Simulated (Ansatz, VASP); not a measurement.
One calculation of C, two programs

The input POSCAR:

```
C
1.0
    0.0000000000      1.7800000000      1.7800000000
    1.7800000000      0.0000000000      1.7800000000
    1.7800000000      1.7800000000      0.0000000000
C
2
Direct
    0.0000000000      0.0000000000      0.0000000000
    0.2500000000      0.2500000000      0.2500000000
```

File INCAR.step1:

```
PREC     = Accurate       # precision mode
ENCUT    = 660            # plane-wave cutoff, eV
ISMEAR   = 0              # smearing method
SIGMA    = 0.1            # smearing width, eV
LREAL    = False          # projectors in reciprocal space
LASPH    = True           # aspherical terms in the spheres
NELM     = 120            # most SCF steps
NBANDS   = 11             # bands
GGA      = PE             # functional
ALGO     = Normal         # electronic algorithm
EDIFF    = 1E-5           # SCF threshold, eV
LWAVE    = True           # write WAVECAR
LCHARG   = False          # write CHGCAR
GGA_COMPAT= False
```

Contents of INCAR.step2:

```
PREC     = Accurate       # precision mode
ENCUT    = 660            # plane-wave cutoff, eV
EDIFF    = 1E-6           # SCF threshold, eV
ISMEAR   = 0              # smearing method
SIGMA    = 0.1            # smearing width, eV
LREAL    = False          # projectors in reciprocal space
LASPH    = True           # aspherical terms in the spheres
NELM     = 120            # most SCF steps
ALGO     = Normal         # electronic algorithm
ISIF     = 2              # what is computed and relaxed
LWAVE    = False          # write WAVECAR
LCHARG   = False          # write CHGCAR
METAGGA  = R2SCAN         # meta-GGA
LMIXTAU  = True         
LUSE_VDW = True         
IVDW_NL  = 2            
BPARAM   = 11.95        
CPARAM   = 0.0093       
NBANDS   = 11             # bands
ISTART   = 1            
GGA_COMPAT= False
```

Contents of KPOINTS:

```
regular mesh
0
Gamma
  8 8 8
```

Input for Ansatz:

```yaml
crystal:
  lattice:
    - [0.0, 1.78, 1.78]
    - [1.78, 0.0, 1.78]
    - [1.78, 1.78, 0.0]
  atoms:
    - { symbol: C, position: [0.0, 0.0, 0.0] }
    - { symbol: C, position: [0.25, 0.25, 0.25] }
basis:
  ecutwfc: 500
kpoints:
  mp_grid: { grid: [8, 8, 8] }
hamiltonian:
  xc: r2scan
  dispersion: rvv10
  pseudopotentials: { kind: paw, azcp: { folder: soft_1 } }
scf:
  occupations: { method: gaussian, width: 0.1 }
output:
  forces: true
  stress: true
  eigenvalues: true
```

Alike in both runs: task single point; functional r2SCAN; dispersion rVV10; k mesh 8 × 8 × 8; occupations gaussian, width 0.1 eV; no spin polarisation.

```csv
,VASP,Ansatz
version,VASP 6.6.1,Ansatz 0.2.0
potentials or method,"VASP PAW PBE potentials, release 64 (C), cutoff 660 eV","scalar-relativistic, plane waves, PAW"
valence electrons in the cell,8,8
```

|  | VASP | Ansatz | Ansatz less VASP |
| --- | --- | --- | --- |
| gap on the k mesh at the Fermi level (eV) | 4.31 | 4.34 | +0.027 |
| least direct gap on the mesh (eV) | 5.84 | 5.89 | +0.043 |
| pressure (GPa) | -0.7 | -0.8 | -0.16 |

VASP's potentials were made for PBE, not for r2SCAN.
